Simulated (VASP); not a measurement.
CuAu: single point with PBEsol

CuAu:

```xyz
2
Lattice="2.7728 0.0000 0.0000 0.0000 2.7728 0.0000 0.0000 0.0000 3.6352" Properties=species:S:1:pos:R:3 pbc="T T T"
Au    0.0000    0.0000    0.0000
Cu    1.3864    1.3864    1.8176
```

- Program: VASP 6.6.1
- Task: single point
- Functional: PBEsol
- Potentials or basis: VASP PAW PBE potentials, release 64 (Au, Cu)
- Cutoff: 520 eV
- k mesh: 9 × 9 × 7
- Occupations: fermi-dirac, width 0.05 eV
- Spin: no spin polarisation

```yaml
Pressure: 3.0 GPa
Band_gap_on_the_k_mesh: zero (band 11 reaches 12.71 eV, above the bottom of band 12 at 7.13 eV)
```

Stress tensor (GPa, compression positive):
```
3.25 0.00 0.00
0.00 3.25 0.00
0.00 0.00 2.48
```

Levels at points of the mesh, in eV from the Fermi level:
| k point | band 9 | band 10 | band 11 | band 12 | band 13 | band 14 |
| --- | --- | --- | --- | --- | --- | --- |
| (0.00, 0.00, 0.00) | -1.69 | -1.45 | -1.45 | 2.04 | 8.42 | 10.18 |

Run time: 20 s on 1 thread of Intel(R) Xeon(R) Platinum 8488C (Sapphire Rapids), with other jobs on the host, peak memory 0.16 GiB.

Caveat: the PAW data sets were made with another functional, which shifts forces and pressure a little; spin-orbit coupling is left out, which moves the levels of the heavy elements.
